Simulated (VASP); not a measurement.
# Mo3Se4 (R-3) in VASP: single point with PBEsol

Aim: the single point of Mo3Se4 with PBEsol.

Everything below comes from runs of VASP 6.6.1. Logs are shortened: lines on timing, memory, paths and dates and some standing lists are left out, and cuts for length are marked.

## (1) The cell of the first run

Symmetry: R-3, No. 148, trigonal system. The conventional cell has a = 9.545 Å, b = 9.545 Å, c = 11.210 Å, α = 90.00°, β = 90.00°, γ = 120.00°. Within 3.3 Å of Mo (site symmetry 1) lie 5 Se at 2.53 to 2.60 Å and 5 Mo at 2.67 to 3.29 Å. Within 3.8 Å of Se (site symmetry 1) lie 4 Mo at 2.53 to 2.60 Å and 9 Se at 3.40 to 3.79 Å. Se (site symmetry 3) has 3 Mo at 2.53 Å and 9 Se at 3.40 to 3.73 Å within 3.8 Å.

## (2) Single point, PBEsol

File INCAR:

```
ALGO = Normal
EDIFF = 1E-6
ENCUT = 500
GGA = PS
GGA_COMPAT = False
ISIF = 2
ISMEAR = 0
LASPH = True
LCHARG = False
LREAL = False
LWAVE = False
NBANDS = 79
NELM = 120
PREC = Accurate
SIGMA = 0.1
```

File KPOINTS:

```
k-points
0
Gamma
  6 6 6
```

File POSCAR:

```
Mo3Se4
1.0
    4.7725000000      2.7554041597      3.7366666667
   -4.7725000000      2.7554041597      3.7366666667
    0.0000000000     -5.5108083194      3.7366666667
Mo Se
6 8
Direct
    0.2249632462      0.4134338361      0.5468346175
    0.5468346175      0.2249632462      0.4134338361
    0.4134338361      0.5468346175      0.2249632462
    0.7750367538      0.5865661639      0.4531653825
    0.4531653825      0.7750367538      0.5865661639
    0.5865661639      0.4531653825      0.7750367538
    0.3828138919      0.1271610533      0.7443397878
    0.7443397878      0.3828138919      0.1271610533
    0.1271610533      0.7443397878      0.3828138919
    0.6171861081      0.8728389467      0.2556602122
    0.2556602122      0.6171861081      0.8728389467
    0.8728389467      0.2556602122      0.6171861081
    0.2159793991      0.2159793991      0.2159793991
    0.7840206009      0.7840206009      0.7840206009
```

Potentials or basis: VASP PAW PBE potentials, release 64 (Mo_sv, Se).

Launch:

```console
> cat potpaw_PBE.64/Mo_sv/POTCAR potpaw_PBE.64/Se/POTCAR > POTCAR
> mpirun -np 1 vasp_std > vasp.out
```

OUTCAR:

```text
EDIFF = 1E-6
   ENCUT = 500
   GGA = PS
   ISIF = 2
   ISMEAR = 0
   LASPH = True
   LREAL = False
   NELM = 120
   PREC = Accurate

 ion  position               nearest neighbor table
   1  0.225  0.413  0.547-  11 2.53  13 2.53   7 2.58   9 2.58  12 2.60   3 2.67   2 2.67   5 2.81
                             6 2.81   4 3.29
   2  0.547  0.225  0.413-  12 2.53  13 2.53   8 2.58   7 2.58  10 2.60   3 2.67   1 2.67   4 2.81
                             6 2.81   5 3.29
   3  0.413  0.547  0.225-  10 2.53  13 2.53   9 2.58   8 2.58  11 2.60   1 2.67   2 2.67   5 2.81
                             4 2.81   6 3.29
   4  0.775  0.587  0.453-   8 2.53  14 2.53  10 2.58  12 2.58   9 2.60   6 2.67   5 2.67   2 2.81
                             3 2.81   1 3.29
   5  0.453  0.775  0.587-   9 2.53  14 2.53  11 2.58  10 2.58   7 2.60   6 2.67   4 2.67   1 2.81
                             3 2.81   2 3.29
   6  0.587  0.453  0.775-   7 2.53  14 2.53  12 2.58  11 2.58   8 2.60   4 2.67   5 2.67   2 2.81
                             1 2.81   3 3.29
   7  0.383  0.127  0.744-   6 2.53   1 2.58   2 2.58   5 2.60
   8  0.744  0.383  0.127-   4 2.53   2 2.58   3 2.58   6 2.60
   9  0.127  0.744  0.383-   5 2.53   3 2.58   1 2.58   4 2.60
  10  0.617  0.873  0.256-   3 2.53   4 2.58   5 2.58   2 2.60
  11  0.256  0.617  0.873-   1 2.53   5 2.58   6 2.58   3 2.60
  12  0.873  0.256  0.617-   2 2.53   6 2.58   4 2.58   1 2.60
  13  0.216  0.216  0.216-   3 2.53   1 2.53   2 2.53
  14  0.784  0.784  0.784-   6 2.53   4 2.53   5 2.53

  LATTYP: Found a trigonal (rhomboedric) cell.
 ALAT       =     6.6582044210
 COS(alpha) =    -0.0275610178

  Lattice vectors:

 A1 = (   4.7725000000,   2.7554041597,   3.7366666667)
 A2 = (  -4.7725000000,   2.7554041597,   3.7366666667)
 A3 = (   0.0000000000,  -5.5108083194,   3.7366666667)

Analysis of symmetry for initial positions (statically):
=====================================================================
 Subroutine PRICEL returns:
 Original cell was already a primitive cell.

 Routine SETGRP: Setting up the symmetry group for a
 trigonal (rhombohedral) supercell.

 Subroutine GETGRP returns: Found  6 space group operations
 (whereof  6 operations were pure point group operations)
 out of a pool of 12 trial point group operations.

The static configuration has the point symmetry S_6 .

Analysis of symmetry for dynamics (positions and initial velocities):
=====================================================================
 Subroutine PRICEL returns:
 Original cell was already a primitive cell.

 Routine SETGRP: Setting up the symmetry group for a
 trigonal (rhombohedral) supercell.

 Subroutine GETGRP returns: Found  6 space group operations
 (whereof  6 operations were pure point group operations)
 out of a pool of 12 trial point group operations.

The dynamic configuration has the point symmetry S_6 .

 Subroutine INISYM returns: Found  6 space group operations
 (whereof  6 operations are pure point group operations),
 and found     1 'primitive' translations

----------------------------------------------------------------------------------------

                                     Primitive cell

  volume of cell :     294.8267

  direct lattice vectors                    reciprocal lattice vectors
     4.772500000  2.755404160  3.736666667     0.104766894  0.060487194  0.089206066
    -4.772500000  2.755404160  3.736666667    -0.104766894  0.060487194  0.089206066
     0.000000000 -5.510808319  3.736666667     0.000000000 -0.120974389  0.089206066

  length of vectors
     6.658204421  6.658204421  6.658204421     0.150308100  0.150308100  0.150308100

  position of ions in fractional coordinates (direct lattice)
     0.224963246  0.413433836  0.546834617
     0.546834617  0.224963246  0.413433836
     0.413433836  0.546834617  0.224963246
     0.775036754  0.586566164  0.453165383
     0.453165383  0.775036754  0.586566164
     0.586566164  0.453165383  0.775036754
     0.382813892  0.127161053  0.744339788
     0.744339788  0.382813892  0.127161053
     0.127161053  0.744339788  0.382813892
     0.617186108  0.872838947  0.255660212
[... 34 lines left out ...]
    -0.017461149  0.010081199  0.014867678     0.000000000  0.166666667  0.000000000
     0.000000000 -0.020162398  0.014867678     0.000000000  0.000000000  0.166666667

  Length of vectors
     0.025051350  0.025051350  0.025051350

  Shift w.r.t. Gamma in fractional coordinates (k-lattice)
     0.000000000  0.000000000  0.000000000

 Subroutine IBZKPT returns following result:
 ===========================================

 Found     40 irreducible k-points:

 Following reciprocal coordinates:
            Coordinates               Weight
  0.000000  0.000000  0.000000      1.000000
  0.166667  0.000000  0.000000      6.000000
  0.333333  0.000000  0.000000      6.000000
  0.500000  0.000000  0.000000      3.000000
  0.166667  0.166667  0.000000      6.000000
  0.333333  0.166667  0.000000      6.000000
[... 16 lines left out ...]
  0.333333  0.333333  0.166667      6.000000
  0.500000  0.333333  0.166667      6.000000
 [... further k-points ...]
   k-points           NKPTS =     40   k-points in BZ     NKDIM =     40   number of bands    NBANDS=     79
   number of dos      NEDOS =    301   number of ions     NIONS =     14
   total plane-waves  NPLWV = 125000
   dimension x,y,z NGX =    50 NGY =   50 NGZ =   50
   dimension x,y,z NGXF=   100 NGYF=  100 NGZF=  100
   ions per type =               6   8
   NGX,Y,Z   is equivalent  to a cutoff of  12.48, 12.48, 12.48 a.u.
   NGXF,Y,Z  is equivalent  to a cutoff of  24.97, 24.97, 24.97 a.u.
 SYSTEM =  unknown system
   PREC   = accura    normal or accurate (medium, high low for compatibility)
   ISTART =      0    job   : 0-new  1-cont  2-samecut
   ICHARG =      2    charge: 1-file 2-atom 10-const
   ISPIN  =      1    spin polarized calculation?
   LNONCOLLINEAR =      F non collinear calculations
   LSORBIT =      F    spin-orbit coupling
   LASPH  =      T    aspherical Exc in radial PAW
   ENCUT  =  500.0 eV  36.75 Ry    6.06 a.u.  12.14 12.14 12.14*2*pi/ulx,y,z
   NELM   =    120;   NELMIN=  2; NELMDL= -5     # of ELM steps
   EDIFF  = 0.1E-05   stopping-criterion for ELM
   LREAL  =      F    real-space projection
   EDIFFG = 0.1E-04   stopping-criterion for IOM
   NSW    =      0    number of steps for IOM
   IBRION =     -1    ionic relax: 0-MD 1-quasi-New 2-CG
   NFREE  =      0    steps in history (QN), initial steepest desc. (CG)
   ISIF   =      2    stress and relaxation
   ISYM   =      2    0-nonsym 1-usesym 2-fastsym
   POTIM  = 0.5000    time-step for ionic-motion
   TEBEG  =    0.0;   TEEND  =   0.0 temperature during run
   PSTRESS=    0.0 pullay stress
   NELECT =     132.0000    total number of electrons
   NUPDOWN=      -1.0000    fix difference up-down
   EMIN   =  10.00;   EMAX   =-10.00  energy-range for DOS
   EFERMI =   0.00;   METHOD = LEGACY
   ISMEAR =     0;   SIGMA  =   0.10  broadening in eV -4-tet -1-fermi 0-gaus
   EFERMI_NEDOS =   21; number of points for ismear=-14 and -15
   IALGO  =     38    algorithm
   IMIX   =      4    mixing-type and parameters
     AMIX     =   0.40;   BMIX     =  1.00
     AMIX_MAG =   1.60;   BMIX_MAG =  1.00
  volume/ion in A,a.u.               =      21.06       142.11
  Fermi-wavevector in a.u.,A,eV,Ry     =   1.252402  2.366697 21.340895  1.568512
  Thomas-Fermi vector in A             =   2.386304
   LORBIT       =      0    0 simple, 1 ext, 2 COOP (PROOUT), +10 PAW based schemes
   GGA     = PS    functional components
   LHFCALC =     F    Hartree Fock is set to
   AEXX    =    0.0000 exact exchange contribution
   IVDW    =     0    specifies the selected vdW correction
   LEPSILON=     F    determine dielectric tensor
   LRPA    =     F    only Hartree local field effects (RPA)
 non-spin polarized calculation
 Gauss-broadening in eV      SIGMA  =   0.10
  energy-cutoff  :      500.00
  volume of cell :      294.83
 maximum number of plane-waves:      7506
 NGX is ok and might be reduce to    50
   NGX = 25   NGY = 25   NGZ = 25

 number of electron     131.9999993 magnetization

 Free energy of the ion-electron system (eV)
  ---------------------------------------------------
  ext. energy  EPLUGINS =         0.00000000
  ---------------------------------------------------
  free energy    TOTEN  =      -109.15684246 eV

  energy without entropy =     -109.10080177  energy(sigma->0) =     -109.12882211

 E-fermi :   5.8947     XC(G=0): -10.6165

 val. band max:        5.8939231404   @ k =   0.5000   0.5000   0.1667
 cond. band min:       5.9137179728   @ k =   0.5000   0.5000   0.3333
 fundamental gap:      0.0197948324
 Fermi energy:         5.8946760839

 k-point     1 :       0.0000    0.0000    0.0000
  band No.  band energies     occupation
      1     -54.8123      2.00000
      2     -54.7224      2.00000
      3     -54.6758      2.00000
      4     -54.6758      2.00000
      5     -54.6403      2.00000
      6     -54.6403      2.00000
[... 1933 lines left out ...]
     77       8.7312      0.00000
     78       8.7700      0.00000

 [... further k-points ...]

 [bands above 78 left out]

------------------------ aborting loop because EDIFF is reached ----------------------------------------

  FORCE on cell =-STRESS in cart. coord.  units (eV):
  Direction    XX          YY          ZZ          XY          YZ          ZX
  --------------------------------------------------------------------------------------
  -------------------------------------------------------------------------------------
  Total       -1.3526422     -1.3526422     -0.8479803     -0.0000020     -0.0000000     -0.0000000
  in kB       -7.3506653     -7.3506653     -4.6081808     -0.0000106     -0.0000000     -0.0000000
  external PRESSURE =      -6.4365038 kB  Pullay stress =       0.0000000 kB

 VOLUME and BASIS-vectors are now :
 -----------------------------------------------------------------------------
  energy-cutoff  :      500.00
  volume of cell :      294.83
      direct lattice vectors                 reciprocal lattice vectors
     4.772500000  2.755404160  3.736666667     0.104766894  0.060487194  0.089206066
    -4.772500000  2.755404160  3.736666667    -0.104766894  0.060487194  0.089206066
     0.000000000 -5.510808319  3.736666667     0.000000000 -0.120974389  0.089206066

 POSITION                                       TOTAL-FORCE (eV/Angst)
 -----------------------------------------------------------------------------------
     -0.89948     -1.25446      4.42882        -0.007436     -0.016937     -0.004183
      1.53613     -0.15174      4.42882         0.018386      0.002028     -0.004183
     -0.63666      1.40620      4.42882        -0.010949      0.014908     -0.004183
      0.89948      1.25446      6.78118         0.007436      0.016937      0.004183
     -1.53613      0.15174      6.78118        -0.018386     -0.002028      0.004183
      0.63666     -1.40620      6.78118         0.010949     -0.014908      0.004183
      1.22010     -2.69673      4.68696         0.004562     -0.039241     -0.001205
      1.72538      2.40500      4.68696         0.031703      0.023571     -0.001205
     -2.94549      0.29172      4.68696        -0.036264      0.015670     -0.001205
     -1.22010      2.69673      6.52304        -0.004562      0.039241      0.001205
     -1.72538     -2.40500      6.52304        -0.031703     -0.023571      0.001205
      2.94549     -0.29172      6.52304         0.036264     -0.015670      0.001205
      0.00000      0.00000      2.42113         0.000000     -0.000000     -0.049641
      0.00000      0.00000      8.78887         0.000000     -0.000000      0.049641
 -----------------------------------------------------------------------------------
    total drift:                                0.000000     -0.000000      0.000000

  FREE ENERGIE OF THE ION-ELECTRON SYSTEM (eV)
  ---------------------------------------------------
  free  energy   TOTEN  =      -109.1568424572 eV

  energy  without entropy=     -109.1008017711  energy(sigma->0) =     -109.12882211
```

Wall time 34 min (1 thread of Intel Xeon 8259CL, shared host); peak memory 0.74 GiB.

What came out:

| Property | Result |
| --- | --- |
| Free energy | -109.1568 eV |
| Pressure | -0.6 GPa |
| Largest force | 0.050 eV/Å |
| Band gap on the k mesh | zero (bands 66 and 67 overlap by 0.15 eV) |

Forces on the atoms (eV/Å):
```
Mo  -0.007 -0.017 -0.004
Mo   0.018  0.002 -0.004
Mo  -0.011  0.015 -0.004
Mo   0.007  0.017  0.004
Mo  -0.018 -0.002  0.004
Mo   0.011 -0.015  0.004
Se   0.005 -0.039 -0.001
Se   0.032  0.024 -0.001
Se  -0.036  0.016 -0.001
Se  -0.005  0.039  0.001
Se  -0.032 -0.024  0.001
Se   0.036 -0.016  0.001
Se   0.000  0.000 -0.050
Se   0.000  0.000  0.050
```

Levels at points of the mesh, in eV from the Fermi level:
```tsv
k point	band 64	band 65	band 66	band 67	band 68	band 69
(0.00, 0.00, 0.00)	-0.16	-0.11	-0.11	0.65	0.65	1.66
(0.50, 0.00, 0.00)	-0.33	-0.11	-0.04	0.21	0.34	1.55
(0.50, 0.50, 0.00)	-0.62	-0.19	-0.07	0.02	0.28	1.47
(0.50, 0.50, 0.50)	-0.65	-0.43	-0.43	-0.07	-0.07	1.81
```

Caveat: the PAW data sets were made with another functional, which shifts forces and pressure a little.
